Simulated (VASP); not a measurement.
Wanted: the native input for a VASP 6.6.1 run.

| Property | Result |
| --- | --- |
| Task | single point |
| Functional | PBE |
| Potentials or basis | VASP PAW PBE potentials, release 64 (Ti_sv) |
| Cutoff | 520 eV |
| k mesh | 15 × 15 × 8 |
| Occupations | gaussian, width 0.1 eV |
| Spin | no spin polarisation |
| Dipole correction | no |
| Further INCAR settings | ALGO = Fast; EDIFF = 1e-07; NBANDS = 19 |

The structure of Ti lies in POSCAR:

```
Ti
1.0
    3.0744877701      0.0000000000      0.0000000000
   -1.5372438851      2.6625845125      0.0000000000
    0.0000000000      0.0000000000      4.6025892000
Ti
2
Direct
    0.3333333333      0.6666666667      0.2286598378
    0.6666666667      0.3333333333      0.7713401622
```

This cell differs from its parent crystal: strained and its atoms moved.

These files were run (other wordings do the same):

INCAR

```
  ALGO = Fast
  EDIFF = 1E-7
  ENCUT = 520
  GGA = PE
  ISIF = 2
  ISMEAR = 0
  LASPH = True
  LCHARG = False
  LREAL = False
  LWAVE = False
  NBANDS = 19
  NELM = 60
  PREC = Accurate
  SIGMA = 0.1
```

KPOINTS

```
k-points
0
Gamma
  15 15 8
```

Potentials or basis: VASP PAW PBE potentials, release 64 (Ti_sv).

Run with:

```sh
$ cat potpaw_PBE.64/Ti_sv/POTCAR > POTCAR
$ mpirun -np 1 vasp_std > vasp.out
```

Results of the run:

```yaml
Pressure: -6.3 GPa
Largest_force: 0.791 eV/Å
Band_gap_on_the_k_mesh: zero (band 12 reaches 8.15 eV, above the bottom of band 13 at 7.17 eV)
```

Caveat: the cell differs from its parent crystal (strained and its atoms moved).

Wall time 3.4 min on 1 thread of Intel(R) Xeon(R) 6975P-C (Granite Rapids), with other jobs on the host, peak memory 0.23 GiB.
